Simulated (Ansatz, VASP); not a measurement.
**Hf: VASP beside Ansatz**

```xyz
2
Lattice="0.0000 3.1880 3.1880 3.1880 0.0000 3.1880 3.1880 3.1880 0.0000" Properties=species:S:1:pos:R:3 pbc="T T T"
Hf    0.7970    0.7970    0.7970
Hf    5.5789    5.5789    5.5789
```

Alike in both runs: task single point; functional RPBE; k mesh 9 × 9 × 9; occupations fermi-dirac, width 0.1 eV; no spin polarisation.

```csv
,VASP,Ansatz
version,VASP 6.6.1,Ansatz 0.2.0
potentials or method,"VASP PAW PBE potentials, release 64 (Hf_pv), cutoff 520 eV","plane waves (420 eV) with PAW, scalar-relativistic"
valence electrons in the cell,20,52
```

VASP gave:

```
pressure (GPa) : 3.8
```

Problem. Which values does Ansatz return?

Solution. Pressure (GPa): 4.1.

VASP's potentials were made for PBE, not for RPBE. With one functional, cell and mesh, what is left measures potentials, basis and numerics. VASP's potentials hold 20 valence electrons a cell and Ansatz's 52, so a difference there can come from the potentials and not from the codes.

Neither program's run includes spin-orbit coupling.
